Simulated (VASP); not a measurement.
Write the native input for VASP 6.6.1 that does the following.

* Task: single point
* Functional: PBE
* Potentials or basis: VASP PAW PBE potentials, release 64 (Cr_pv)
* Cutoff: 500 eV
* k mesh: 7 × 7 × 7
* Occupations: fermi-dirac, width 0.1 eV
* Spin: no spin polarisation
* Dipole correction: no
* Further INCAR settings: ALGO = Normal; EDIFF = 1e-06; NBANDS = 12

The structure of Cr lies in POSCAR:

```
Cr
1.0
   -1.4243177237      1.4243177237      1.4243177237
    1.4243177237     -1.4243177237      1.4243177237
    1.4243177237      1.4243177237     -1.4243177237
Cr
1
Direct
    0.0000000000      0.0000000000      0.0000000000
```

The input as run:

INCAR

```
SYSTEM = Cr
ALGO     = Normal         ! electronic algorithm
EDIFF    = 1E-6           ! SCF threshold, eV
ENCUT    = 500            ! plane-wave cutoff, eV
GGA      = PE             ! functional
GGA_COMPAT= .FALSE.      
ISIF     = 2              ! what is computed and relaxed
ISMEAR   = -1             ! smearing method
LASPH    = .TRUE.         ! aspherical terms in the spheres
LCHARG   = .FALSE.        ! write CHGCAR
LREAL    = .FALSE.        ! projectors in reciprocal space
LWAVE    = .FALSE.        ! write WAVECAR
NBANDS   = 12             ! bands
NELM     = 120            ! most SCF steps
PREC     = Accurate       ! precision mode
SIGMA    = 0.1            ! smearing width, eV
```

KPOINTS

```
k-points
0
G
  7 7 7
  0 0 0
```

Potentials or basis: VASP PAW PBE potentials, release 64 (Cr_pv).

The run is started by

```sh
$ cat potpaw_PBE.64/Cr_pv/POTCAR > POTCAR
$ mpirun -np 1 vasp_std > vasp.out
```

Results of the run:

| Property | Result |
| --- | --- |
| Pressure | -0.7 GPa |
| Band gap on the k mesh | zero (band 6 reaches 12.91 eV, above the bottom of band 7 at 10.09 eV) |

Caveat: the k points lie up to 0.45 Å⁻¹ apart; the run has no spin polarisation, though such a crystal can be magnetic.

Wall time 2.7 s on 1 thread of Intel(R) Xeon(R) 6975P-C (Granite Rapids) (shared host), peak memory 0.11 GiB.
